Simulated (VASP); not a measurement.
# KBr (Fm-3m) in VASP: further runs

KBr is run at these levels: PBEsol; tasks: single point.

Program: VASP 6.6.1. These are calculated values, not measurements. Logs are shortened: lines on timing, memory, paths and dates and some standing lists are left out, and cuts for length are marked.

## (1) The cell of the first run

It takes space group Fm-3m (No. 225, cubic). Conventional cell: a = 6.191 Å, b = 6.191 Å, c = 6.191 Å, α = 90.00°, β = 90.00°, γ = 90.00°. K (site symmetry m-3m) has 6 Br at 3.10 Å within 4.1 Å. Within 4.1 Å of Br (site symmetry m-3m) lie 6 K at 3.10 Å.

## (2) Single point, PBEsol, non-collinear spin, zero start, spin-orbit coupling

Input file INCAR:

```
SYSTEM = KBr
ALGO     = Normal         ! electronic algorithm
EDIFF    = 1E-6           ! SCF threshold, eV
ENCUT    = 520            ! plane-wave cutoff, eV
GGA      = PS             ! functional
GGA_COMPAT= .False.      
ISIF     = 2              ! what is computed and relaxed
ISMEAR   = 0              ! smearing method
LASPH    = .True.         ! aspherical terms in the spheres
LCHARG   = .False.        ! write CHGCAR
LORBIT   = 11             ! projections on sites
LORBMOM  = .True.       
LREAL    = .False.        ! projectors in reciprocal space
LSORBIT  = .True.         ! spin-orbit coupling
LWAVE    = .False.        ! write WAVECAR
MAGMOM   = 0 0 0 0 0 0    ! initial moments
NBANDS   = 28             ! bands
NELM     = 150            ! most SCF steps
PREC     = Accurate       ! precision mode
SIGMA    = 0.01           ! smearing width, eV
```

Input file KPOINTS:

```
k-points
0
Gamma
  6 6 6
  0 0 0
```

Input file POSCAR:

```
KBr
1.0
    3.0956956165      3.0956956165      0.0000000000
   -3.0956956165      3.0956956165      0.0000000000
    0.0000000000      3.0956956165      3.0956956165
K Br
1 1
Direct
    0.0000000000      0.0000000000      0.0000000000
    0.5000000000      0.5000000000      0.0000000000
```

Potentials or basis: VASP PAW PBE potentials, release 64 (K_sv, Br).

Launch:

```sh
> cat potpaw_PBE.64/K_sv/POTCAR potpaw_PBE.64/Br/POTCAR > POTCAR
> mpirun -np 1 vasp_ncl > vasp.out
```

OUTCAR:

```text
SYSTEM = KBr
   EDIFF = 1E-6
   ENCUT = 520
   GGA = PS
   ISIF = 2
   ISMEAR = 0
   LASPH = .True.
   LORBIT = 11
   LREAL = .False.
   LSORBIT = .True.
   NELM = 150
   PREC = Accurate

 ion  position               nearest neighbor table
   1  0.000  0.000  0.000-   2 3.10   2 3.10   2 3.10   2 3.10   2 3.10   2 3.10
   2  0.500  0.500  0.000-   1 3.10   1 3.10   1 3.10   1 3.10   1 3.10   1 3.10

  LATTYP: Found a face centered cubic cell.
 ALAT       =     6.1913912330

  Lattice vectors:

 A1 = (   0.0000000000,   3.0956956165,   3.0956956165)
 A2 = (   3.0956956165,   0.0000000000,   3.0956956165)
 A3 = (   3.0956956165,   3.0956956165,   0.0000000000)

Analysis of symmetry for initial positions (statically):
=====================================================================
 Subroutine PRICEL returns:
 Original cell was already a primitive cell.

 Routine SETGRP: Setting up the symmetry group for a
 face centered cubic supercell.

 Subroutine GETGRP returns: Found 48 space group operations
 (whereof 48 operations were pure point group operations)
 out of a pool of 48 trial point group operations.

The static configuration has the point symmetry O_h .

Analysis of symmetry for dynamics (positions and initial velocities):
=====================================================================
 Subroutine PRICEL returns:
 Original cell was already a primitive cell.

 Routine SETGRP: Setting up the symmetry group for a
 face centered cubic supercell.

 Subroutine GETGRP returns: Found 48 space group operations
 (whereof 48 operations were pure point group operations)
 out of a pool of 48 trial point group operations.

The dynamic configuration has the point symmetry O_h .

Analysis of structural, dynamic, and magnetic symmetry:
=====================================================================
 Subroutine PRICEL returns:
 Original cell was already a primitive cell.

 Routine SETGRP: Setting up the symmetry group for a
 face centered cubic supercell.

 Subroutine GETGRP returns: Found 48 space group operations
 (whereof 48 operations were pure point group operations)
 out of a pool of 48 trial point group operations.

The overall configuration has the point symmetry O_h .

 Subroutine INISYM returns: Found 48 space group operations
 (whereof 48 operations are pure point group operations),
 and found     1 'primitive' translations

----------------------------------------------------------------------------------------

                                     Primitive cell

  volume of cell :      59.3342

  direct lattice vectors                    reciprocal lattice vectors
     3.095695617  3.095695617  0.000000000     0.161514587  0.161514587 -0.161514587
    -3.095695617  3.095695617  0.000000000    -0.161514587  0.161514587 -0.161514587
     0.000000000  3.095695617  3.095695617     0.000000000  0.000000000  0.323029175

  length of vectors
     4.377974726  4.377974726  4.377974726     0.279751471  0.279751471  0.323029175

  position of ions in fractional coordinates (direct lattice)
     0.000000000  0.000000000  0.000000000
     0.500000000  0.500000000  0.000000000

  ion indices of the primitive-cell ions
   primitive index   ion index
                 1           1
                 2           2

----------------------------------------------------------------------------------------

 KPOINTS: k-points

Automatic generation of k-mesh.
 Grid dimensions read from file:
 generate k-points for:    6    6    6

 Generating k-lattice:

  Cartesian coordinates                     Fractional coordinates (reciprocal lattice)
     0.026919098  0.026919098 -0.026919098     0.166666667  0.000000000  0.000000000
    -0.026919098  0.026919098 -0.026919098     0.000000000  0.166666667  0.000000000
     0.000000000  0.000000000  0.053838196     0.000000000  0.000000000  0.166666667

  Length of vectors
     0.046625245  0.046625245  0.053838196

  Shift w.r.t. Gamma in fractional coordinates (k-lattice)
[... 86 lines left out ...]

 Free energy of the ion-electron system (eV)
  ---------------------------------------------------
  ext. energy  EPLUGINS =         0.00000000
  ---------------------------------------------------
  free energy    TOTEN  =        -6.36818796 eV

  energy without entropy =       -6.36818796  energy(sigma->0) =       -6.36818796

 E-fermi :  -0.7299     XC(G=0):  -8.3780

 val. band max:       -0.7848159750   @ k =   0.0000   0.0000   0.0000
 cond. band min:       3.8612703609   @ k =   0.0000   0.0000   0.0000
 fundamental gap:      4.6460863359
 Fermi energy:        -0.7299094168

 k-point     1 :       0.0000    0.0000    0.0000
  band No.  band energies     occupation
      1     -28.2185      1.00000
      2     -28.2185      1.00000
      3     -13.5461      1.00000
      4     -13.5461      1.00000
      5     -11.9563      1.00000
      6     -11.9563      1.00000
[... 485 lines left out ...]
     27      10.4303      0.00000
     28      10.4304      0.00000

------------------------ aborting loop because EDIFF is reached ----------------------------------------

  FORCE on cell =-STRESS in cart. coord.  units (eV):
  Direction    XX          YY          ZZ          XY          YZ          ZX
  --------------------------------------------------------------------------------------
  -------------------------------------------------------------------------------------
  Total        1.5169682      1.5169682      1.5169682      0.0000000      0.0000000      0.0000000
  in kB       40.9621082     40.9621082     40.9621082      0.0000000      0.0000000      0.0000000
  external PRESSURE =      40.9621082 kB  Pullay stress =       0.0000000 kB

 VOLUME and BASIS-vectors are now :
 -----------------------------------------------------------------------------
  energy-cutoff  :      520.00
  volume of cell :       59.33
      direct lattice vectors                 reciprocal lattice vectors
     3.095695617  3.095695617  0.000000000     0.161514587  0.161514587 -0.161514587
    -3.095695617  3.095695617  0.000000000    -0.161514587  0.161514587 -0.161514587
     0.000000000  3.095695617  3.095695617     0.000000000  0.000000000  0.323029175

 POSITION                                       TOTAL-FORCE (eV/Angst)
 -----------------------------------------------------------------------------------
      0.00000      0.00000      0.00000        -0.000000     -0.000000      0.000000
      0.00000      3.09570      0.00000         0.000000      0.000000      0.000000
 -----------------------------------------------------------------------------------
    total drift:                               -0.000000      0.000000      0.000000

  FREE ENERGIE OF THE ION-ELECTRON SYSTEM (eV)
  ---------------------------------------------------
  free  energy   TOTEN  =        -6.3681879636 eV

  energy  without entropy=       -6.3681879636  energy(sigma->0) =       -6.36818796

 orbital moment (x)

 # of ion     p       d       tot
 ----------------------------------------
  1         0.000  -0.000  -0.000
  2         0.000  -0.000  -0.000
 ----------------------------------------
            0.000  -0.000  -0.000

 orbital moment (y)

 # of ion     p       d       tot
 ----------------------------------------
  1        -0.000   0.000   0.000
  2        -0.000  -0.000  -0.000
 ----------------------------------------
           -0.000   0.000   0.000

 orbital moment (z)

 # of ion     p       d       tot
 ----------------------------------------
  1         0.000   0.000   0.000
  2         0.000  -0.000  -0.000
 ----------------------------------------
            0.000  -0.000  -0.000

 Spin-Orbit-Coupling matrix elements

 Ion:    1  E_soc:     -0.0082189
 l=   1
     0.0000000    -0.0013681    -0.0013681
    -0.0013681     0.0000000    -0.0013681
    -0.0013681    -0.0013681     0.0000000
 l=   2
     0.0000000     0.0000002     0.0000000     0.0000002    -0.0000019
     0.0000002     0.0000000    -0.0000014     0.0000002    -0.0000005
     0.0000000    -0.0000014     0.0000000    -0.0000014     0.0000000
     0.0000002     0.0000002    -0.0000014     0.0000000    -0.0000005
    -0.0000019    -0.0000005     0.0000000    -0.0000005     0.0000000
 l=   3
     0.0000000     0.0000000     0.0000000     0.0000000     0.0000000     0.0000000     0.0000000
     0.0000000     0.0000000     0.0000000     0.0000000     0.0000000     0.0000000     0.0000000
     0.0000000     0.0000000     0.0000000     0.0000000     0.0000000     0.0000000     0.0000000
     0.0000000     0.0000000     0.0000000     0.0000000     0.0000000     0.0000000     0.0000000
     0.0000000     0.0000000     0.0000000     0.0000000     0.0000000     0.0000000     0.0000000
     0.0000000     0.0000000     0.0000000     0.0000000     0.0000000     0.0000000     0.0000000
     0.0000000     0.0000000     0.0000000     0.0000000     0.0000000     0.0000000     0.0000000

 Ion:    2  E_soc:     -0.0505827
 l=   1
     0.0000000    -0.0084300    -0.0084300
    -0.0084300     0.0000000    -0.0084300
    -0.0084300    -0.0084300     0.0000000
 l=   2
     0.0000000    -0.0000001     0.0000000    -0.0000001    -0.0000003
    -0.0000001     0.0000000    -0.0000002    -0.0000001    -0.0000001
     0.0000000    -0.0000002     0.0000000    -0.0000002     0.0000000
    -0.0000001    -0.0000001    -0.0000002     0.0000000    -0.0000001
    -0.0000003    -0.0000001     0.0000000    -0.0000001     0.0000000
 l=   3
     0.0000000     0.0000000     0.0000000     0.0000000     0.0000000     0.0000000     0.0000000
     0.0000000     0.0000000     0.0000000     0.0000000     0.0000000     0.0000000     0.0000000
     0.0000000     0.0000000     0.0000000     0.0000000     0.0000000     0.0000000     0.0000000
     0.0000000     0.0000000     0.0000000     0.0000000     0.0000000     0.0000000     0.0000000
     0.0000000     0.0000000     0.0000000     0.0000000     0.0000000     0.0000000     0.0000000
     0.0000000     0.0000000     0.0000000     0.0000000     0.0000000     0.0000000     0.0000000
     0.0000000     0.0000000     0.0000000     0.0000000     0.0000000     0.0000000     0.0000000

 total charge

# of ion       s       p       d       tot
------------------------------------------
    1        1.963   5.578   0.042   7.583
    2        1.593   3.317   0.002   4.913
--------------------------------------------------
tot          3.556   8.896   0.044  12.496

 magnetization (x)

# of ion       s       p       d       tot
------------------------------------------
    1       -0.000   0.000   0.000  -0.000
    2        0.000   0.000   0.000   0.000
--------------------------------------------------
tot         -0.000   0.000   0.000  -0.000

 magnetization (y)

# of ion       s       p       d       tot
------------------------------------------
    1       -0.000   0.000   0.000   0.000
    2       -0.000   0.000   0.000  -0.000
--------------------------------------------------
tot         -0.000   0.000   0.000  -0.000

 magnetization (z)

# of ion       s       p       d       tot
------------------------------------------
    1       -0.000   0.000  -0.000  -0.000
    2        0.000   0.000   0.000   0.000
--------------------------------------------------
tot         -0.000   0.000  -0.000  -0.000
```

It took 1.8 min on 1 thread of Intel Xeon Platinum 8259CL at 2.50GHz (Skylake/Cascade Lake), shared host; peak memory 0.39 GiB.

Results:

```
Free energy                                           : -6.3682 eV
Pressure                                              : 4.1 GPa
Net moment                                            : 0.00 μB per cell
Valence electrons inside the program's atomic spheres : K 7.58; Br 4.91
```

Moments on the atoms (μB; x, y, z):
```
K   0.00 0.00 0.00
Br  0.00 0.00 0.00
```

Caveat: the PAW data sets were made with another functional, which shifts forces and pressure a little.

## (3) Single point, PBEsol, non-collinear spin, zero start, spin-orbit coupling

This run uses another cell than the first one, of 43.77 Å³/atom, 1.475 times its volume.

Input file INCAR:

```
ALGO = Normal
EDIFF = 1E-6
ENCUT = 520
GGA = PS
GGA_COMPAT = False
ISIF = 2
ISMEAR = 0
LASPH = True
LCHARG = True
LNONCOLLINEAR = True
LORBIT = 11
LORBMOM = True
LREAL = False
LSORBIT = True
LVHAR = True
LWAVE = False
MAGMOM = 0 0 0 0 0 0
NBANDS = 28
NELM = 150
PREC = Accurate
SIGMA = 0.01
```

Input file KPOINTS:

```
k-points
0
Gamma
  6 6 6
```

Input file POSCAR:

```
KBr
1.0
    3.5241931964      3.5241931964      0.0000000000
   -3.5241931964      3.5241931964      0.0000000000
    0.0000000000      3.5241931964      3.5241931964
K Br
1 1
Direct
    0.0000000000      0.0000000000      0.0000000000
    0.5000000000      0.5000000000      0.0000000000
```

Potentials or basis: VASP PAW PBE potentials, release 64 (K_sv, Br).

Launch:

```sh
> cat potpaw_PBE.64/K_sv/POTCAR potpaw_PBE.64/Br/POTCAR > POTCAR
> mpirun -np 1 vasp_ncl > vasp.out
```

OUTCAR:

```text
EDIFF = 1E-6
   ENCUT = 520
   GGA = PS
   ISIF = 2
   ISMEAR = 0
   LASPH = True
   LNONCOLLINEAR = True
   LORBIT = 11
   LREAL = False
   LSORBIT = True
   NELM = 150
   PREC = Accurate

 ion  position               nearest neighbor table
   1  0.000  0.000  0.000-
   2  0.500  0.500  0.000-

  LATTYP: Found a face centered cubic cell.
 ALAT       =     7.0483863928

  Lattice vectors:

 A1 = (   0.0000000000,   3.5241931964,   3.5241931964)
 A2 = (   3.5241931964,   0.0000000000,   3.5241931964)
 A3 = (   3.5241931964,   3.5241931964,   0.0000000000)

Analysis of symmetry for initial positions (statically):
=====================================================================
 Subroutine PRICEL returns:
 Original cell was already a primitive cell.

 Routine SETGRP: Setting up the symmetry group for a
 face centered cubic supercell.

[... 749 lines left out ...]
    -0.0000008    -0.0000002     0.0000000    -0.0000002     0.0000000
 l=   3
     0.0000000     0.0000000     0.0000000     0.0000000     0.0000000     0.0000000     0.0000000
     0.0000000     0.0000000     0.0000000     0.0000000     0.0000000     0.0000000     0.0000000
     0.0000000     0.0000000     0.0000000     0.0000000     0.0000000     0.0000000     0.0000000
     0.0000000     0.0000000     0.0000000     0.0000000     0.0000000     0.0000000     0.0000000
     0.0000000     0.0000000     0.0000000     0.0000000     0.0000000     0.0000000     0.0000000
     0.0000000     0.0000000     0.0000000     0.0000000     0.0000000     0.0000000     0.0000000
     0.0000000     0.0000000     0.0000000     0.0000000     0.0000000     0.0000000     0.0000000

 Ion:    2  E_soc:     -0.0521799
 l=   1
     0.0000000    -0.0086965    -0.0086965
    -0.0086965     0.0000000    -0.0086965
    -0.0086965    -0.0086965     0.0000000
 l=   2
     0.0000000    -0.0000000     0.0000000    -0.0000000    -0.0000001
    -0.0000000     0.0000000    -0.0000001    -0.0000000    -0.0000000
     0.0000000    -0.0000001     0.0000000    -0.0000001     0.0000000
    -0.0000000    -0.0000000    -0.0000001     0.0000000    -0.0000000
    -0.0000001    -0.0000000     0.0000000    -0.0000000     0.0000000
 l=   3
     0.0000000     0.0000000     0.0000000     0.0000000     0.0000000     0.0000000     0.0000000
     0.0000000     0.0000000     0.0000000     0.0000000     0.0000000     0.0000000     0.0000000
     0.0000000     0.0000000     0.0000000     0.0000000     0.0000000     0.0000000     0.0000000
     0.0000000     0.0000000     0.0000000     0.0000000     0.0000000     0.0000000     0.0000000
     0.0000000     0.0000000     0.0000000     0.0000000     0.0000000     0.0000000     0.0000000
     0.0000000     0.0000000     0.0000000     0.0000000     0.0000000     0.0000000     0.0000000
     0.0000000     0.0000000     0.0000000     0.0000000     0.0000000     0.0000000     0.0000000

 total charge

# of ion       s       p       d       tot
------------------------------------------
    1        1.952   5.564   0.015   7.530
    2        1.591   3.257   0.000   4.849
--------------------------------------------------
tot          3.543   8.821   0.015  12.379

 magnetization (x)

# of ion       s       p       d       tot
------------------------------------------
    1        0.000   0.000   0.000   0.000
    2        0.000   0.000  -0.000  -0.000
--------------------------------------------------
tot          0.000   0.000   0.000   0.000

 magnetization (y)

# of ion       s       p       d       tot
------------------------------------------
    1       -0.000   0.000  -0.000  -0.000
    2       -0.000  -0.000   0.000  -0.000
--------------------------------------------------
tot         -0.000  -0.000  -0.000  -0.000

 magnetization (z)

# of ion       s       p       d       tot
------------------------------------------
    1        0.000   0.000  -0.000  -0.000
    2       -0.000  -0.000   0.000  -0.000
--------------------------------------------------
tot         -0.000  -0.000  -0.000  -0.000
```

It took 1.8 min on 1 thread of Oxide Virtual Turin-like, shared host; peak memory 0.46 GiB.

What came out:

```yaml
Free_energy: -6.3625 eV
Pressure: -2.0 GPa
Net_moment: 0.00 μB per cell
Valence_electrons_inside_the_program's_atomic_spheres: K 7.53; Br 4.85
```

Moments on the atoms (μB; x, y, z):
```
K   0.00 0.00 0.00
Br  0.00 0.00 0.00
```

Caveat: the PAW data sets were made with another functional, which shifts forces and pressure a little.
